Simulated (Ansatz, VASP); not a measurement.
## Mg2NCl in VASP and in Ansatz

```
Mg N Cl
1.0
     1.57763    0.91085    6.15305
    -1.57763    0.91085    6.15305
     0.00000   -1.82169    6.15305
Mg N Cl
2 1 1
Direct
  0.22282 0.22282 0.22282
  0.77719 0.77719 0.77719
  0.50000 0.50000 0.50000
  0.00000 0.00000 0.00000
```

Change from the starting cell: strain -0.050 along x and y, +0.025 along z, atoms carried along.

Alike in both runs: task single point; functional LDA; k mesh 9 × 9 × 9; occupations gaussian, width 0.05 eV; no spin polarisation.

|  | VASP | Ansatz |
| --- | --- | --- |
| version | VASP 6.6.1 | Ansatz 0.2.0 |
| potentials or method | VASP PAW LDA potentials, release 64 (Mg, N, Cl), cutoff 520 eV | scalar-relativistic, plane waves, PAW |
| valence electrons in the cell | 16 | 32 |

```csv
,VASP,Ansatz,Ansatz less VASP
gap on the k mesh at the Fermi level (eV),1.98,2.02,+0.035
least direct gap on the mesh (eV),1.98,2.02,+0.035
pressure (GPa),1.5,2.2,+0.70
"traceless stress, the component that is largest in VASP (GPa)",-10.04,-9.92,+0.113
rms of the force components (eV/Å),0.064,0.046,-0.0180
```

LDA's correlation is that of Perdew and Zunger in VASP and of Perdew and Wang (1992) in Ansatz. Atom by atom the forces differ by 0.018 eV/Å (rms over components). VASP's potentials hold 16 valence electrons a cell and Ansatz's 32, so a difference there can come from the potentials and not from the codes.
